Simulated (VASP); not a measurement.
LiF: single point with PBE

The system is LiF.

```xyz
4
Lattice="3.1956 0.0000 0.0000 -1.5978 2.7675 0.0000 0.0000 0.0000 4.6905" Properties=species:S:1:pos:R:3 pbc="T T T"
Li    0.0000    1.8450    1.7396
Li    1.5978    0.9225    4.0848
F     0.0000    1.8450    4.6620
F     1.5978    0.9225    2.3168
```

This cell differs from its parent crystal: c/a of the conventional cell at fixed volume 1.4678.

```json
{
 "Program": "VASP 6.6.1",
 "Task": "single point",
 "Functional": "PBE",
 "Potentials or basis": "VASP PAW PBE potentials, release 64 (Li_sv, F)",
 "Cutoff": "520 eV",
 "k mesh": "9 × 9 × 6",
 "Occupations": "gaussian, width 0.05 eV",
 "Spin": "no spin polarisation"
}
```

| Quantity | Value |
| --- | --- |
| Largest force | 0.510 eV/Å |
| Band gap on the k mesh | 7.57 eV, direct |

Forces on the atoms (eV/Å):
```
Li   0.000  0.000  0.510
Li   0.000  0.000  0.510
F    0.000  0.000 -0.510
F    0.000  0.000 -0.510
```

Levels at points of the mesh, in eV from the valence-band top:
```
           k point  band 7  band 8  band 9  band 10  band 11  band 12  band 13  band 14
(0.00, 0.00, 0.00)   -0.52   -0.13   -0.13     0.00     7.57    12.14    15.22    17.77
(0.00, 0.00, 0.50)   -0.32   -0.32   -0.32    -0.32     9.29     9.29    17.96    17.96
```

Run time: 46 s on 1 thread of AMD EPYC 7R13 Processor (Zen 3), with other jobs on the host, peak memory 0.13 GiB.

 A k mesh can miss the band edges.
